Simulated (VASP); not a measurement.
Wanted: the native input for a VASP 6.6.1 run.

| Property | Result |
| --- | --- |
| Task | single point |
| Functional | PBE |
| Potentials or basis | VASP PAW PBE potentials, release 64 (B, N) |
| Cutoff | 520 eV |
| k mesh | 12 × 12 × 12 |
| Occupations | gaussian, width 0.05 eV |
| Spin | no spin polarisation |
| Dipole correction | no |
| Further INCAR settings | ALGO = Normal; EDIFF = 1e-07; NBANDS = 11 |

The structure of BN lies in POSCAR:

```
BN
1.0
    0.0000000000      1.8855210400      1.6679609200
    1.8855210400      0.0000000000      1.6679609200
    1.8855210400      1.8855210400      0.0000000000
B N
1 1
Direct
    0.0000000000      0.0000000000      0.0000000000
    0.7500000000      0.7500000000      0.7500000000
```

This cell differs from its parent crystal: strain +0.040 along x and y, -0.080 along z.

The input as run:

INCAR

```
SYSTEM = BN
ALGO = Normal ; EDIFF = 1E-7
ENCUT = 520 ; GGA = PE
ISIF = 2 ; ISMEAR = 0
LASPH = .TRUE. ; LCHARG = .FALSE.
LREAL = .FALSE. ; LWAVE = .FALSE.
NBANDS = 11 ; NELM = 100
PREC = Accurate ; SIGMA = 0.05
```

KPOINTS

```
k-points
0
G
  12 12 12
  0 0 0
```

Potentials or basis: VASP PAW PBE potentials, release 64 (B, N).

Run with:

```bash
$ cat potpaw_PBE.64/B/POTCAR potpaw_PBE.64/N/POTCAR > POTCAR
$ mpirun -np 1 vasp_std > vasp.out
```

It gave:

```json
{
  "Pressure": "1.3 GPa",
  "Band gap on the k mesh": "2.56 eV, indirect (least direct gap 7.70 eV)"
}
```

Caveat: the cell differs from its parent crystal (strain +0.040 along x and y, -0.080 along z).

It took 17 s on 1 thread of Intel(R) Xeon(R) Platinum 8259CL CPU @ 2.50GHz (Skylake/Cascade Lake), on a shared host, peak memory 0.14 GiB.
